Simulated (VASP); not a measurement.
Write the native input for VASP 6.6.1 that does the following.

```yaml
Task: single point
Functional: PBEsol
Potentials_or_basis: VASP PAW PBE potentials, release 64 (Rh_pv)
Cutoff: 520 eV
k_mesh: 18 × 18 × 18
Occupations: gaussian, width 0.1 eV
Spin: no spin polarisation
Dipole_correction: no
Further_INCAR_settings: ALGO = Normal; EDIFF = 1e-06; NBANDS = 14
```

The structure of Rh lies in POSCAR:

```
Rh
1.0
    0.0000000000      1.9403226045      1.9403226045
    1.9403226045      0.0000000000      1.9403226045
    1.9403226045      1.9403226045      0.0000000000
Rh
1
Direct
    0.0000000000      0.0000000000      0.0000000000
```

This cell differs from its parent crystal: strained.

These files were run (other wordings do the same):

INCAR

```
PREC = Accurate
ENCUT = 520
EDIFF = 1E-6
ISMEAR = 0
SIGMA = 0.1
LREAL = False
LASPH = True
NELM = 80
ALGO = Normal
ISIF = 2
LWAVE = False
LCHARG = False
GGA = PS
NBANDS = 14
```

KPOINTS

```
regular mesh
0
Gamma
  18 18 18
```

Potentials or basis: VASP PAW PBE potentials, release 64 (Rh_pv).

The run is started by

```sh
$ cat potpaw_PBE.64/Rh_pv/POTCAR > POTCAR
$ mpirun -np 1 vasp_std > vasp.out
```

Results of the run:

| Item | Value |
| --- | --- |
| Pressure | -19.1 GPa |

Caveat: the cell differs from its parent crystal (strained); the PAW data sets were made with another functional, which shifts forces and pressure a little.

Wall time 13 s on 1 thread of Intel Xeon 6975P-C (shared host), peak memory 0.15 GiB.
